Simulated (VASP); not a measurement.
# Na (P6_3/mmc) in VASP: notebook

Na is run at these levels: PBEsol; tasks: relaxation of cell and atoms.

Program: VASP 6.6.1. These are calculated values, not measurements. Logs are shortened: lines on timing, memory, paths and dates and some standing lists are left out, and cuts for length are marked.

## 1. The cell of the first run

Symmetry: P6_3/mmc, No. 194, hexagonal system. Conventional cell: a = 3.717 Å, b = 3.717 Å, c = 6.072 Å, α = 90.00°, β = 90.00°, γ = 120.00°. Within 4.9 Å of Na (site symmetry -6m2) lie 12 Na at 3.72 Å.

This isn't the form of Na at room conditions, which is bcc.

## 2. Relaxation of cell and atoms, PBEsol, target pressure 10 GPa, at which the enthalpy is minimised

The input, INCAR:

```
ALGO = Normal
EDIFF = 1E-6
EDIFFG = -0.002
ENCUT = 600
GGA = PS
IBRION = 2
ISIF = 3
ISMEAR = -1
LASPH = T
LCHARG = F
LREAL = F
LWAVE = F
NELM = 80
NSW = 100
PREC = Accurate
PSTRESS = 100.0
SIGMA = 0.08
```

The input, KPOINTS:

```
k-points
0
Gamma
  14 14 8
```

The input, POSCAR:

```
Na
1.0
    3.7173450343      0.0000000000      0.0000000000
   -1.8586725172      3.2193152344      0.0000000000
    0.0000000000      0.0000000000      6.0723777727
Na
2
Direct
    0.3333333333      0.6666666667      0.2500000000
    0.6666666667      0.3333333333      0.7500000000
```

Potentials or basis: VASP PAW PBE potentials, release 64 (Na_pv).

Command:

```
cat potpaw_PBE.64/Na_pv/POTCAR > POTCAR
mpirun -np 1 vasp_std > vasp.out
```

OUTCAR:

```text
EDIFF = 1E-6
   EDIFFG = -0.002
   ENCUT = 600
   GGA = PS
   IBRION = 2
   ISIF = 3
   ISMEAR = -1
   LASPH = T
   LREAL = F
   NELM = 80
   NSW = 100
   PREC = Accurate
   PSTRESS = 100.0

 ion  position               nearest neighbor table
   1  0.333  0.667  0.250-
   2  0.667  0.333  0.750-

  LATTYP: Found a hexagonal cell.
 ALAT       =     3.7173450343
 C/A-ratio  =     1.6335254642

  Lattice vectors:

 A1 = (   3.7173450343,   0.0000000000,   0.0000000000)
 A2 = (  -1.8586725172,   3.2193152344,   0.0000000000)
 A3 = (   0.0000000000,   0.0000000000,   6.0723777727)

Analysis of symmetry for initial positions (statically):
=====================================================================
 Subroutine PRICEL returns:
 Original cell was already a primitive cell.

 Routine SETGRP: Setting up the symmetry group for a
 hexagonal supercell.

 Subroutine GETGRP returns: Found 24 space group operations
 (whereof 12 operations were pure point group operations)
 out of a pool of 24 trial point group operations.

The static configuration has the point symmetry D_3d.
 The point group associated with its full space group is D_6h.

Analysis of symmetry for dynamics (positions and initial velocities):
=====================================================================
 Subroutine PRICEL returns:
 Original cell was already a primitive cell.

 Routine SETGRP: Setting up the symmetry group for a
 hexagonal supercell.

 Subroutine GETGRP returns: Found 24 space group operations
 (whereof 12 operations were pure point group operations)
 out of a pool of 24 trial point group operations.

The dynamic configuration has the point symmetry D_3d.
 The point group associated with its full space group is D_6h.

 Subroutine INISYM returns: Found 24 space group operations
 (whereof 12 operations are pure point group operations),
 and found     1 'primitive' translations

----------------------------------------------------------------------------------------

                                     Primitive cell

  volume of cell :      72.6700

  direct lattice vectors                    reciprocal lattice vectors
     3.717345034  0.000000000  0.000000000     0.269009196  0.155312532  0.000000000
    -1.858672517  3.219315234  0.000000000     0.000000000  0.310625064  0.000000000
     0.000000000  0.000000000  6.072377773     0.000000000  0.000000000  0.164680136

  length of vectors
     3.717345034  3.717345034  6.072377773     0.310625064  0.310625064  0.164680136

  position of ions in fractional coordinates (direct lattice)
     0.333333333  0.666666667  0.250000000
     0.666666667  0.333333333  0.750000000

  ion indices of the primitive-cell ions
   primitive index   ion index
                 1           1
                 2           2

----------------------------------------------------------------------------------------

 KPOINTS: k-points

Automatic generation of k-mesh.
 Grid dimensions read from file:
 generate k-points for:   14   14    8

 Generating k-lattice:

  Cartesian coordinates                     Fractional coordinates (reciprocal lattice)
     0.019214943  0.011093752  0.000000000     0.071428571  0.000000000  0.000000000
     0.000000000  0.022187505  0.000000000     0.000000000  0.071428571  0.000000000
     0.000000000  0.000000000  0.020585017     0.000000000  0.000000000  0.125000000

  Length of vectors
     0.022187505  0.022187505  0.020585017

  Shift w.r.t. Gamma in fractional coordinates (k-lattice)
     0.000000000  0.000000000  0.000000000

 Subroutine IBZKPT returns following result:
 ===========================================

 Found    120 irreducible k-points:

 Following reciprocal coordinates:
            Coordinates               Weight
  0.000000  0.000000  0.000000      1.000000
  0.071429  0.000000  0.000000      6.000000
  0.142857  0.000000  0.000000      6.000000
  0.214286  0.000000  0.000000      6.000000
  0.285714  0.000000  0.000000      6.000000
  0.357143  0.000000  0.000000      6.000000
[... 16 lines left out ...]
  0.285714  0.285714  0.000000      6.000000
  0.357143  0.285714  0.000000      6.000000
 [... further k-points ...]
   k-points           NKPTS =    120   k-points in BZ     NKDIM =    120   number of bands    NBANDS=     11
   number of dos      NEDOS =    301   number of ions     NIONS =      2
   total plane-waves  NPLWV =  45000
   dimension x,y,z NGX =    30 NGY =   30 NGZ =   50
   dimension x,y,z NGXF=    60 NGYF=   60 NGZF=  100
   ions per type =               2
   NGX,Y,Z   is equivalent  to a cutoff of  13.42, 13.42, 13.69 a.u.
   NGXF,Y,Z  is equivalent  to a cutoff of  26.83, 26.83, 27.38 a.u.
 SYSTEM =  unknown system
   PREC   = accura    normal or accurate (medium, high low for compatibility)
   ISTART =      0    job   : 0-new  1-cont  2-samecut
   ICHARG =      2    charge: 1-file 2-atom 10-const
   ISPIN  =      1    spin polarized calculation?
   LNONCOLLINEAR =      F non collinear calculations
   LSORBIT =      F    spin-orbit coupling
   LASPH  =      T    aspherical Exc in radial PAW
   ENCUT  =  600.0 eV  44.10 Ry    6.64 a.u.   7.42  7.42 12.13*2*pi/ulx,y,z
   NELM   =     80;   NELMIN=  2; NELMDL= -5     # of ELM steps
   EDIFF  = 0.1E-05   stopping-criterion for ELM
   LREAL  =      F    real-space projection
   EDIFFG = -.2E-02   stopping-criterion for IOM
   NSW    =    100    number of steps for IOM
   IBRION =      2    ionic relax: 0-MD 1-quasi-New 2-CG
   NFREE  =      1    steps in history (QN), initial steepest desc. (CG)
   ISIF   =      3    stress and relaxation
   ISYM   =      2    0-nonsym 1-usesym 2-fastsym
   POTIM  = 0.5000    time-step for ionic-motion
   TEBEG  =    0.0;   TEEND  =   0.0 temperature during run
   PSTRESS=  100.0 pullay stress
   NELECT =      14.0000    total number of electrons
   NUPDOWN=      -1.0000    fix difference up-down
   EMIN   =  10.00;   EMAX   =-10.00  energy-range for DOS
   EFERMI =   0.00;   METHOD = LEGACY
   ISMEAR =    -1;   SIGMA  =   0.08  broadening in eV -4-tet -1-fermi 0-gaus
   EFERMI_NEDOS =   21; number of points for ismear=-14 and -15
   IALGO  =     38    algorithm
   IMIX   =      4    mixing-type and parameters
     AMIX     =   0.40;   BMIX     =  1.00
     AMIX_MAG =   1.60;   BMIX_MAG =  1.00
  volume/ion in A,a.u.               =      36.33       245.20
  Fermi-wavevector in a.u.,A,eV,Ry     =   0.945509  1.786753 12.163442  0.893988
  Thomas-Fermi vector in A             =   2.073418
   LORBIT       =      0    0 simple, 1 ext, 2 COOP (PROOUT), +10 PAW based schemes
   GGA     = PS    functional components
   LHFCALC =     F    Hartree Fock is set to
   AEXX    =    0.0000 exact exchange contribution
   IVDW    =     0    specifies the selected vdW correction
   LEPSILON=     F    determine dielectric tensor
   LRPA    =     F    only Hartree local field effects (RPA)
 conjugate gradient relaxation of ions
 non-spin polarized calculation
  energy-cutoff  :      600.00
  volume of cell :       72.67
 maximum number of plane-waves:      2460
 NGX is ok and might be reduce to    30
   NGX = 15   NGY = 15   NGZ = 25

--------------------------------------- Ionic step        1  -------------------------------------------

 number of electron      14.0000022 magnetization

 Free energy of the ion-electron system (eV)
  ---------------------------------------------------
  ext. energy  EPLUGINS =         0.00000000
  ---------------------------------------------------
  free energy    TOTEN  =        -2.81089043 eV

  energy without entropy =       -2.79173389  energy(sigma->0) =       -2.80131216

------------------------ aborting loop because EDIFF is reached ----------------------------------------

  FORCE on cell =-STRESS in cart. coord.  units (eV):
  Direction    XX          YY          ZZ          XY          YZ          ZX
  --------------------------------------------------------------------------------------
  -------------------------------------------------------------------------------------
  Total        0.0108248      0.0108248      0.0110005     -0.0000000      0.0000000     -0.0000000
  in kB        0.2386566      0.2386566      0.2425319     -0.0000000      0.0000000     -0.0000000
  external PRESSURE =     -99.7600516 kB  Pullay stress =     100.0000000 kB
[... 289 lines left out ...]
  enthalpy is  TOTEN    =         0.5353651051 eV   P V=        2.7517305719

--------------------------------------- Ionic step        9  -------------------------------------------

 number of electron      14.0000006 magnetization

 Free energy of the ion-electron system (eV)
  ---------------------------------------------------
  ext. energy  EPLUGINS =         0.00000000
  ---------------------------------------------------
  free energy    TOTEN  =        -2.21381414 eV

  energy without entropy =       -2.19912554  energy(sigma->0) =       -2.20646984

 E-fermi :   2.3047     XC(G=0):  -8.0715

 val. band max:        2.2354606395   @ k =   0.2143   0.0714   0.2500
 cond. band min:       2.3189973996   @ k =   0.2857   0.2143   0.3750
 fundamental gap:      0.0835367601
 Fermi energy:         2.3046767596

 k-point     1 :       0.0000    0.0000    0.0000
  band No.  band energies     occupation
      1     -22.5141      2.00000
      2     -22.3369      2.00000
      3     -22.3369      2.00000
      4     -22.3127      2.00000
      5     -22.3125      2.00000
      6     -22.3125      2.00000
      7      -2.2715      2.00000
      8       2.9273      0.00083
      9       3.8228      0.00000
     10      15.5356      0.00000
     11      15.5356      0.00000
[... 309 lines left out ...]
 k-point    24 :       0.3571    0.2857    0.0000
  band No.  band energies     occupation
      1     -22.4644      2.00000
      2     -22.4329      2.00000
      3     -22.4288      2.00000
      4     -22.3943      2.00000
      5     -22.3932      2.00000
      6     -22.3774      2.00000
      7       3.5782      0.00000
      8       4.0979      0.00000
      9       5.1572      0.00000
     10       8.0624      0.00000
     11       8.6130      0.00000

 [... further k-points ...]
[... 5 lines left out ...]
  --------------------------------------------------------------------------------------
  -------------------------------------------------------------------------------------
  Total        2.7521233      2.7521233      2.7530224     -0.0000000      0.0000000      0.0000000
  in kB      100.1072546    100.1072546    100.1399577     -0.0000000      0.0000000      0.0000000
  external PRESSURE =       0.1181556 kB  Pullay stress =     100.0000000 kB
[... 17 lines left out ...]
  FREE ENERGIE OF THE ION-ELECTRON SYSTEM (eV)
  ---------------------------------------------------
  free  energy   TOTEN  =        -2.2138141405 eV

  energy  without entropy=       -2.1991255397  energy(sigma->0) =       -2.20646984

  enthalpy is  TOTEN    =         0.5353605328 eV   P V=        2.7491746733

 reached required accuracy - stopping structural energy minimisation
```

Run time: 10 min. Hardware: 1 thread of AMD EPYC 7R13, shared host; peak memory 0.23 GiB.

What came out:

- Free energy: -2.2138 eV
- Relaxed volume: 22.02 Å³/atom
- Relaxed cell: a = 3.144 Å, b = 3.144 Å, c = 5.146 Å, α = 90.00°, β = 90.00°, γ = 120.00°
- Space group after relaxing (to 0.1 Å): P6_3/mmc (No. 194)
- Energy change on relaxing (the run minimises the enthalpy): +298.5 meV/atom
- Ionic steps: 9
- Pressure after relaxing: 10.0 GPa
- Band gap on the k mesh: zero (bands 7 and 8 overlap by 5.49 eV)

The path:
```tsv
step	energy change (eV)	largest force (eV/Å)	pressure (GPa)	volume (Å³)
1	0.0000	0.0000	0.02	72.67
2	0.2607	0.0000	5.15	51.38
3	0.5156	0.0000	8.65	45.43
4	0.6253	0.0000	10.40	43.60
5	0.5943	0.0000	9.89	44.09
6	0.5943	0.0000	9.97	44.09
7	0.5945	0.0000	9.97	44.09
8	0.5945	0.0000	9.97	44.09
9	0.5971	0.0000	10.01	44.05
```

Final structure:
```cif
data_structure
_symmetry_space_group_name_H-M 'P 1'
_symmetry_Int_Tables_number 1
_cell_length_a 3.1438
_cell_length_b 3.1438
_cell_length_c 5.1460
_cell_angle_alpha 90.000
_cell_angle_beta 90.000
_cell_angle_gamma 120.000
_cell_volume 44.05
loop_
_atom_site_label
_atom_site_type_symbol
_atom_site_fract_x
_atom_site_fract_y
_atom_site_fract_z
_atom_site_occupancy
Na1 Na 0.33333 0.66667 0.25000 1
Na2 Na 0.66667 0.33333 0.75000 1
```

Caveat: the cell is relaxed towards a set pressure, so the run minimises the enthalpy, not the energy; the volume moved by over 15 % at a fixed basis, so the end points are rough; the PAW data sets were made with another functional, which shifts forces and pressure a little.

[end of part 1 of 3]

The gap in the log of VASP goes by the Fermi energy; the results here count the filled bands.